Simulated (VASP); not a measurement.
Here is a VASP 6.6.1 calculation.

Contents of INCAR:

```
SYSTEM = Ti
ALGO = Fast
EDIFF = 1E-7
ENCUT = 520
GGA = PS
ISIF = 2
ISMEAR = 0
LASPH = .True.
LCHARG = .False.
LREAL = .False.
LWAVE = .False.
NBANDS = 12
NELM = 60
PREC = Accurate
SIGMA = 0.15
```

KPOINTS

```
k-points
0
Gamma
  26 26 26
  0 0 0
```

File POSCAR:

```
Ti
1.0
   -1.6452439646      1.6452439646      1.6853718662
    1.6452439646     -1.6452439646      1.6853718662
    1.6452439646      1.6452439646     -1.6853718662
Ti
1
Direct
    0.0000000000      0.0000000000      0.0000000000
```

Potentials or basis: VASP PAW PBE potentials, release 64 (Ti_sv).

Run with:

```sh
$ cat potpaw_PBE.64/Ti_sv/POTCAR > POTCAR
$ mpirun -np 1 vasp_std > vasp.out
```

Q: Predict the band gap on the k mesh.

A: Zero (bands 6 and 7 overlap by 1.52 eV).

Q: Estimate the pressure.

A: -9.5 GPa.

Stress tensor (GPa, compression positive):
```
-9.67  0.00  0.00
 0.00 -9.67  0.00
 0.00  0.00 -9.09
```

Caveat: the cell differs from its parent crystal (strain +0.025 along x and y, +0.050 along z); the cell stands under tension; the PAW data sets were made with another functional, which shifts forces and pressure a little.
